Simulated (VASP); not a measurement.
Write the native input for VASP 6.6.1 that does the following.

| Item | Value |
| --- | --- |
| Task | single point |
| Functional | PBE |
| Potentials or basis | VASP PAW PBE potentials, release 64 (Sn_d, O_h) |
| Cutoff | 1340 eV |
| k mesh | 4 × 4 × 4 |
| Occupations | gaussian, width 0.1 eV |
| Spin | no spin polarisation |
| Dipole correction | no |
| Further INCAR settings | ALGO = Normal; EDIFF = 1e-06; NBANDS = 28 |

The structure of SnO lies in POSCAR:

```
SnO
1.0
    3.8687838546      0.0000000000      0.0000000000
    0.0000000000      3.8687838546      0.0000000000
    0.0000000000      0.0000000000      5.0478737612
Sn O
2 2
Direct
    0.0000000000      0.5000000000      0.2294192738
    0.5000000000      0.0000000000      0.7705807262
    0.0000000000      0.0000000000      0.0000000000
    0.5000000000      0.5000000000      0.0000000000
```

These files were run (other wordings do the same):

INCAR

```
  PREC = Accurate
  ENCUT = 1340
  EDIFF = 1E-6
  ISMEAR = 0
  SIGMA = 0.1
  LREAL = F
  LASPH = T
  NELM = 120
  ALGO = Normal
  ISIF = 2
  LWAVE = F
  LCHARG = F
  GGA = PE
  NBANDS = 28
  GGA_COMPAT = F
```

KPOINTS

```
Automatic mesh
0
Gamma
  4 4 4
```

Potentials or basis: VASP PAW PBE potentials, release 64 (Sn_d, O_h).

Command:

```bash
$ cat potpaw_PBE.64/Sn_d/POTCAR potpaw_PBE.64/O_h/POTCAR > POTCAR
$ mpirun -np 1 vasp_std > vasp.out
```

It gave:

```
Pressure               : 0.2 GPa
Largest force          : 0.069 eV/Å
Band gap on the k mesh : 0.49 eV (least direct gap 1.92 eV)
```

Caveat: semilocal functionals underestimate gaps, and a narrow one can read as zero; spin-orbit coupling is left out, which moves the levels of the heavy elements.

It took 2.1 min on 1 thread of Intel(R) Xeon(R) Platinum 8259CL CPU @ 2.50GHz (Skylake/Cascade Lake), on a shared host, peak memory 0.41 GiB.
